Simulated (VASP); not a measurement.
Set up this calculation in VASP 6.6.1, as the native input.

| Item | Value |
| --- | --- |
| Task | single point |
| Functional | r2SCAN |
| Potentials or basis | VASP PAW PBE potentials, release 64 (V_sv) |
| Cutoff | 520 eV |
| k mesh | 12 × 12 × 6 |
| Occupations | fermi-dirac, width 0.05 eV |
| Spin | collinear spin, ferromagnetic start |
| Starting moments | [2.0, 2.0] μB |
| Dipole correction | no |
| Further INCAR settings | ALGO = Normal; EDIFF = 1e-07; NBANDS = 24 |

Crystal: V.

```
V
1.0
     2.56910    0.00000    0.00000
    -1.28455    2.22490    0.00000
     0.00000    0.00000    4.65950
V
2
Cartesian
  0.0000 1.4833 1.1649
  1.2845 0.7416 3.4946
```

This isn't the form of V at room conditions, which is bcc.

One way to write it, as run:

POSCAR

```
V
1.0
    2.5690966245      0.0000000000      0.0000000000
   -1.2845483122      2.2249029415      0.0000000000
    0.0000000000      0.0000000000      4.6594993097
V
2
Direct
    0.3333333333      0.6666666667      0.2500000000
    0.6666666667      0.3333333333      0.7500000000
```

INCAR.step1

```
SYSTEM = V
ALGO     = Normal         ! electronic algorithm
EDIFF    = 1E-4           ! SCF threshold, eV
ENCUT    = 520            ! plane-wave cutoff, eV
GGA      = PE             ! functional
ISMEAR   = -1             ! smearing method
ISPIN    = 2              ! spin polarisation
LASPH    = .TRUE.         ! aspherical terms in the spheres
LCHARG   = .FALSE.        ! write CHGCAR
LMAXMIX  = 4              ! l up to which the mixer works
LREAL    = .FALSE.        ! projectors in reciprocal space
LWAVE    = .TRUE.         ! write WAVECAR
MAGMOM   = 2 2            ! initial moments
NBANDS   = 24             ! bands
NELM     = 150            ! most SCF steps
PREC     = Accurate       ! precision mode
SIGMA    = 0.05           ! smearing width, eV
```

INCAR.step2

```
SYSTEM = V
ALGO     = Normal         ! electronic algorithm
EDIFF    = 1E-7           ! SCF threshold, eV
ENCUT    = 520            ! plane-wave cutoff, eV
ISIF     = 2              ! what is computed and relaxed
ISMEAR   = -1             ! smearing method
ISPIN    = 2              ! spin polarisation
ISTART   = 1            
LASPH    = .TRUE.         ! aspherical terms in the spheres
LCHARG   = .FALSE.        ! write CHGCAR
LMAXMIX  = 4              ! l up to which the mixer works
LMIXTAU  = .TRUE.       
LORBIT   = 11             ! projections on sites
LREAL    = .FALSE.        ! projectors in reciprocal space
LWAVE    = .FALSE.        ! write WAVECAR
MAGMOM   = 2 2            ! initial moments
METAGGA  = R2SCAN         ! meta-GGA
NBANDS   = 24             ! bands
NELM     = 150            ! most SCF steps
PREC     = Accurate       ! precision mode
SIGMA    = 0.05           ! smearing width, eV
```

KPOINTS

```
k-points
0
G
  12 12 6
  0 0 0
```

Potentials or basis: VASP PAW PBE potentials, release 64 (V_sv).

Run with:

```bash
$ cat potpaw_PBE.64/V_sv/POTCAR > POTCAR
$ cp INCAR.step1 INCAR
$ mpirun -np 1 vasp_std > vasp.out
$ cp INCAR.step2 INCAR
$ mpirun -np 1 vasp_std > vasp.out
```

Results of the run:

```yaml
Pressure: 5.0 GPa
Band_gap_on_the_k_mesh: zero (filled and empty bands overlap)
Net_moment: 0.00 μB per cell
Valence_electrons_inside_the_program's_atomic_spheres: V 11.67
```

Caveat: the cell stands under pressure; the moments typed at the start vanished in this run; the PAW data sets were made with another functional, which shifts forces and pressure a little.

Wall time 8.4 min on 1 thread of Intel Xeon 8259CL, on a shared host, peak memory 0.2 GiB.
